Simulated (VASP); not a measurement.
AlIn2As2P:

```
Al In P As
1.0
     4.10704    0.00000    0.00000
    -2.05352    3.55680    0.00000
     0.00000    0.00000    9.91233
Al In P As
1 2 1 2
Cartesian
  0.0000 0.0000 4.9562
  0.0000 2.3712 4.9562
  2.0535 1.1856 4.9562
  0.0000 0.0000 0.0000
  0.0000 0.0000 2.3004
  0.0000 0.0000 7.6120
```

The cell was generated, and may not be a known phase.

```yaml
Program: VASP 6.6.1
Task: relaxation of cell and atoms
Functional: PBE
Potentials_or_basis: VASP PAW PBE potentials, release 64 (Al, In_d, P, As)
Cutoff: 600 eV
k_mesh: 6 × 6 × 2
Occupations: gaussian, width 0.1 eV
Spin: no spin polarisation
```

At the start: pressure 28.2 GPa; volume 24.13 Å³/atom.

Where does the relaxation end?

Over 10 steps the energy falls by 1239.3 meV/atom and the volume is 37.77 Å³/atom (+56.5 %); space group P6/mmm (No. 191, to 0.1 Å) before and after.

Step by step:
```csv
step,energy change (eV),largest force (eV/Å),pressure (GPa),volume (Å³)
1,0.0000,0.7853,28.23,144.80
2,-7.3099,0.5171,-0.18,243.78
3,-7.3249,0.0810,1.35,210.07
4,-7.4189,0.3499,0.14,229.09
5,-7.4263,0.2875,0.34,224.50
6,-7.4254,0.3112,0.25,226.22
7,-7.4335,0.0744,-0.19,228.86
8,-7.4337,0.1064,-0.13,228.48
9,-7.4352,0.0618,-0.07,227.76
10,-7.4358,0.0079,0.04,226.63
```

Final structure:
```
Al In P As
1.0
     5.25540    0.00000    0.00000
    -2.62770    4.55131    0.00000
     0.00000    0.00000    9.47476
Al In P As
1 2 1 2
Direct
  0.00000 0.00000 0.50000
  0.33333 0.66667 0.50000
  0.66667 0.33333 0.50000
  0.00000 0.00000 0.00000
  0.00000 0.00000 0.23185
  0.00000 0.00000 0.76815
```

Caveat: the volume moved by over 15 % at a fixed basis, so the end points are rough.
